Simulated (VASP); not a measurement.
# YHg (Pm-3m) in VASP: further runs

Runs on YHg. Level: LDA. Tasks: electric field gradients.

Everything below comes from runs of VASP 6.6.1. Logs are shortened: lines on timing, memory, paths and dates and some standing lists are left out, and cuts for length are marked.

## 1. The cell of the first run

The structure is cubic, space group Pm-3m (No. 221). The conventional cell has a = 3.607 Å, b = 3.607 Å, c = 3.607 Å, α = 90.00°, β = 90.00°, γ = 90.00°. Y (site symmetry m-3m) has 8 Hg at 3.12 Å and 6 Y at 3.61 Å within 4.1 Å. Within 4.1 Å of Hg (site symmetry m-3m) lie 8 Y at 3.12 Å and 6 Hg at 3.61 Å.

## 2. Electric field gradients, LDA (23.46 Å³/atom)

Input file INCAR:

```
  PREC = Accurate
  ENCUT = 520
  EDIFF = 1E-8
  ISMEAR = -1
  SIGMA = 0.08
  LREAL = F
  LASPH = T
  NELM = 60
  ALGO = Normal
  ISIF = 2
  LWAVE = F
  LCHARG = F
  GGA = CA
  LEFG = T
  NBANDS = 18
```

Input file KPOINTS:

```
Automatic mesh
0
Gamma
  11 11 11
```

Input file POSCAR:

```
YHg
1.0
    3.6068360523      0.0000000000      0.0000000000
    0.0000000000      3.6068360523      0.0000000000
    0.0000000000      0.0000000000      3.6068360523
Y Hg
1 1
Direct
    0.5000000000      0.5000000000      0.5000000000
    0.0000000000      0.0000000000      0.0000000000
```

Potentials or basis: VASP PAW LDA potentials, release 64 (Y_sv, Hg).

On the command line:

```
$ cat potpaw_LDA.64/Y_sv/POTCAR potpaw_LDA.64/Hg/POTCAR > POTCAR
$ mpirun -np 1 vasp_std > vasp.out
```

OUTCAR:

```text
PREC = Accurate
   ENCUT = 520
   EDIFF = 1E-8
   ISMEAR = -1
   LREAL = F
   LASPH = T
   NELM = 60
   ISIF = 2
   GGA = CA

 ion  position               nearest neighbor table
   1  0.500  0.500  0.500-   2 3.12   2 3.12   2 3.12   2 3.12   2 3.12   2 3.12   2 3.12   2 3.12

   2  0.000  0.000  0.000-   1 3.12   1 3.12   1 3.12   1 3.12   1 3.12   1 3.12   1 3.12   1 3.12

  LATTYP: Found a simple cubic cell.
 ALAT       =     3.6068360523

  Lattice vectors:

 A1 = (   3.6068360523,   0.0000000000,   0.0000000000)
 A2 = (   0.0000000000,   3.6068360523,   0.0000000000)
 A3 = (   0.0000000000,   0.0000000000,   3.6068360523)

Analysis of symmetry for initial positions (statically):
=====================================================================
 Subroutine PRICEL returns:
 Original cell was already a primitive cell.

 Routine SETGRP: Setting up the symmetry group for a
 simple cubic supercell.

 Subroutine GETGRP returns: Found 48 space group operations
 (whereof 48 operations were pure point group operations)
 out of a pool of 48 trial point group operations.

The static configuration has the point symmetry O_h .

Analysis of symmetry for dynamics (positions and initial velocities):
=====================================================================
 Subroutine PRICEL returns:
 Original cell was already a primitive cell.

 Routine SETGRP: Setting up the symmetry group for a
 simple cubic supercell.

 Subroutine GETGRP returns: Found 48 space group operations
 (whereof 48 operations were pure point group operations)
 out of a pool of 48 trial point group operations.

The dynamic configuration has the point symmetry O_h .

 Subroutine INISYM returns: Found 48 space group operations
 (whereof 48 operations are pure point group operations),
 and found     1 'primitive' translations

----------------------------------------------------------------------------------------

                                     Primitive cell

  volume of cell :      46.9223

  direct lattice vectors                    reciprocal lattice vectors
     3.606836052  0.000000000  0.000000000     0.277251304  0.000000000  0.000000000
     0.000000000  3.606836052  0.000000000     0.000000000  0.277251304  0.000000000
     0.000000000  0.000000000  3.606836052     0.000000000  0.000000000  0.277251304

  length of vectors
     3.606836052  3.606836052  3.606836052     0.277251304  0.277251304  0.277251304

  position of ions in fractional coordinates (direct lattice)
     0.500000000  0.500000000  0.500000000
     0.000000000  0.000000000  0.000000000

  ion indices of the primitive-cell ions
   primitive index   ion index
                 1           1
                 2           2

----------------------------------------------------------------------------------------

 KPOINTS: Automatic mesh

Automatic generation of k-mesh.
 Grid dimensions read from file:
 generate k-points for:   11   11   11

 Generating k-lattice:

  Cartesian coordinates                     Fractional coordinates (reciprocal lattice)
     0.025204664  0.000000000  0.000000000     0.090909091  0.000000000  0.000000000
     0.000000000  0.025204664  0.000000000     0.000000000  0.090909091  0.000000000
     0.000000000  0.000000000  0.025204664     0.000000000  0.000000000  0.090909091

  Length of vectors
     0.025204664  0.025204664  0.025204664

  Shift w.r.t. Gamma in fractional coordinates (k-lattice)
     0.000000000  0.000000000  0.000000000

 Subroutine IBZKPT returns following result:
 ===========================================

 Found     56 irreducible k-points:

 Following reciprocal coordinates:
            Coordinates               Weight
  0.000000  0.000000  0.000000      1.000000
  0.090909  0.000000  0.000000      6.000000
  0.181818  0.000000  0.000000      6.000000
  0.272727  0.000000  0.000000      6.000000
  0.363636  0.000000  0.000000      6.000000
  0.454545  0.000000  0.000000      6.000000
[... 16 lines left out ...]
  0.181818  0.090909  0.090909     24.000000
  0.272727  0.090909  0.090909     24.000000
 [... further k-points ...]
   k-points           NKPTS =     56   k-points in BZ     NKDIM =     56   number of bands    NBANDS=     18
   number of dos      NEDOS =    301   number of ions     NIONS =      2
   total plane-waves  NPLWV =  21952
   dimension x,y,z NGX =    28 NGY =   28 NGZ =   28
   dimension x,y,z NGXF=    56 NGYF=   56 NGZF=   56
   ions per type =               1   1
   NGX,Y,Z   is equivalent  to a cutoff of  12.91, 12.91, 12.91 a.u.
   NGXF,Y,Z  is equivalent  to a cutoff of  25.81, 25.81, 25.81 a.u.
 SYSTEM =  unknown system
   PREC   = accura    normal or accurate (medium, high low for compatibility)
   ISTART =      0    job   : 0-new  1-cont  2-samecut
   ICHARG =      2    charge: 1-file 2-atom 10-const
   ISPIN  =      1    spin polarized calculation?
   LNONCOLLINEAR =      F non collinear calculations
   LSORBIT =      F    spin-orbit coupling
   LASPH  =      T    aspherical Exc in radial PAW
   ENCUT  =  520.0 eV  38.22 Ry    6.18 a.u.   6.71  6.71  6.71*2*pi/ulx,y,z
   NELM   =     60;   NELMIN=  2; NELMDL= -5     # of ELM steps
   EDIFF  = 0.1E-07   stopping-criterion for ELM
   LREAL  =      F    real-space projection
   EDIFFG = 0.1E-06   stopping-criterion for IOM
   NSW    =      0    number of steps for IOM
   IBRION =     -1    ionic relax: 0-MD 1-quasi-New 2-CG
   NFREE  =      0    steps in history (QN), initial steepest desc. (CG)
   ISIF   =      2    stress and relaxation
   ISYM   =      2    0-nonsym 1-usesym 2-fastsym
   POTIM  = 0.5000    time-step for ionic-motion
   TEBEG  =    0.0;   TEEND  =   0.0 temperature during run
   PSTRESS=    0.0 pullay stress
   NELECT =      23.0000    total number of electrons
   NUPDOWN=      -1.0000    fix difference up-down
   EMIN   =  10.00;   EMAX   =-10.00  energy-range for DOS
   EFERMI =   0.00;   METHOD = LEGACY
   ISMEAR =    -1;   SIGMA  =   0.08  broadening in eV -4-tet -1-fermi 0-gaus
   EFERMI_NEDOS =   21; number of points for ismear=-14 and -15
   IALGO  =     38    algorithm
   IMIX   =      4    mixing-type and parameters
     AMIX     =   0.40;   BMIX     =  1.00
     AMIX_MAG =   1.60;   BMIX_MAG =  1.00
  volume/ion in A,a.u.               =      23.46       158.32
  Fermi-wavevector in a.u.,A,eV,Ry     =   1.290796  2.439251 22.669416  1.666155
  Thomas-Fermi vector in A             =   2.422606
   LORBIT       =      0    0 simple, 1 ext, 2 COOP (PROOUT), +10 PAW based schemes
   GGA     = CA    functional components
   LHFCALC =     F    Hartree Fock is set to
   AEXX    =    0.0000 exact exchange contribution
   IVDW    =     0    specifies the selected vdW correction
   LEPSILON=     F    determine dielectric tensor
   LRPA    =     F    only Hartree local field effects (RPA)
 non-spin polarized calculation
  energy-cutoff  :      520.00
  volume of cell :       46.92
 maximum number of plane-waves:      1281
 NGX is ok and might be reduce to    28
   NGX = 13   NGY = 13   NGZ = 13

 number of electron      22.9999995 magnetization

 Free energy of the ion-electron system (eV)
  ---------------------------------------------------
  ext. energy  EPLUGINS =         0.00000000
  ---------------------------------------------------
  free energy    TOTEN  =        -9.22409479 eV

  energy without entropy =       -9.17708125  energy(sigma->0) =       -9.20058802

 E-fermi :   4.2816     XC(G=0): -11.1622

 val. band max:        4.2740285547   @ k =   0.3636   0.0000   0.0000
 cond. band min:       4.3194292103   @ k =   0.3636   0.2727   0.0000
 fundamental gap:      0.0454006557
 Fermi energy:         4.2816006916

 k-point     1 :       0.0000    0.0000    0.0000
  band No.  band energies     occupation
      1     -38.4501      2.00000
      2     -18.4566      2.00000
      3     -18.4566      2.00000
      4     -18.4566      2.00000
      5      -4.0319      2.00000
      6      -3.7536      2.00000
[... 10 lines left out ...]
     17       8.9662      0.00000
     18       8.9662      0.00000
[... 463 lines left out ...]
 k-point    24 :       0.2727    0.0909    0.0909
  band No.  band energies     occupation
      1     -38.4336      2.00000
      2     -18.6463      2.00000
      3     -18.4685      2.00000
      4     -18.4664      2.00000
      5      -3.5837      2.00000
      6      -3.4415      2.00000
[... 10 lines left out ...]
     17      11.2738      0.00000
     18      12.2181      0.00000

 [... further k-points ...]

------------------------ aborting loop because EDIFF is reached ----------------------------------------

  FORCE on cell =-STRESS in cart. coord.  units (eV):
  Direction    XX          YY          ZZ          XY          YZ          ZX
  --------------------------------------------------------------------------------------
  -------------------------------------------------------------------------------------
  Total        0.4275315      0.4275315      0.4275315      0.0000000      0.0000000     -0.0000000
  in kB       14.5982076     14.5982076     14.5982076      0.0000000      0.0000000     -0.0000000
  external PRESSURE =      14.5982076 kB  Pullay stress =       0.0000000 kB

 VOLUME and BASIS-vectors are now :
 -----------------------------------------------------------------------------
  energy-cutoff  :      520.00
  volume of cell :       46.92
      direct lattice vectors                 reciprocal lattice vectors
     3.606836052  0.000000000  0.000000000     0.277251304  0.000000000  0.000000000
     0.000000000  3.606836052  0.000000000     0.000000000  0.277251304  0.000000000
     0.000000000  0.000000000  3.606836052     0.000000000  0.000000000  0.277251304

 POSITION                                       TOTAL-FORCE (eV/Angst)
 -----------------------------------------------------------------------------------
      1.80342      1.80342      1.80342         0.000000      0.000000      0.000000
      0.00000      0.00000      0.00000         0.000000      0.000000      0.000000
 -----------------------------------------------------------------------------------
    total drift:                               -0.000000      0.000000      0.000000

  FREE ENERGIE OF THE ION-ELECTRON SYSTEM (eV)
  ---------------------------------------------------
  free  energy   TOTEN  =        -9.2240947945 eV

  energy  without entropy=       -9.1770812485  energy(sigma->0) =       -9.20058802

 Electric field gradients (V/A^2)
---------------------------------------------------------------------
 ion       V_xx      V_yy      V_zz      V_xy      V_xz      V_yz
---------------------------------------------------------------------
   1       0.000    -0.000     0.000     0.000    -0.000    -0.000
   2      -0.000    -0.000     0.000     0.000     0.000    -0.000
---------------------------------------------------------------------

 Electric field gradients after diagonalization (V/A^2)
 (convention: |V_zz| > |V_xx| > |V_yy|)
----------------------------------------------------------------------
 ion       V_xx      V_yy      V_zz     asymmetry (V_yy - V_xx)/ V_zz
----------------------------------------------------------------------
   1      -0.000     0.000     0.000       0.866
   2      -0.000    -0.000     0.000       0.119
----------------------------------------------------------------------

           NMR quadrupolar parameters

 Cq : quadrupolar parameter    Cq=e*Q*V_zz/h
 eta: asymmetry parameters     (V_yy - V_xx)/ V_zz
 Q  : nuclear electric quadrupole moment in mb (millibarn)
----------------------------------------------------------------------
 ion       Cq(MHz)       eta       Q (mb)
----------------------------------------------------------------------
   1       0.000       0.866       1.000
   2       0.000       0.119       1.000
----------------------------------------------------------------------
```

Wall time 39 s (1 thread of Intel Xeon 8259CL, shared host); peak memory 0.19 GiB.

Results:

```
Free energy                             : -9.2241 eV
Pressure                                : 1.5 GPa
Band gap on the k mesh                  : zero (an odd number of electrons rules out a gap without spin polarisation)
Largest electric field gradient by atom : zero within the noise of the run
```

Levels at points of the mesh, in eV from the Fermi level:
```csv
k point,band 9,band 10,band 11,band 12,band 13,band 14
"(0.00, 0.00, 0.00)",-7.36,-7.36,0.26,0.26,4.07,4.07
```

Caveat: spin-orbit coupling is left out, which moves the levels of the heavy elements.

(Part 1 of 2 ends here.)
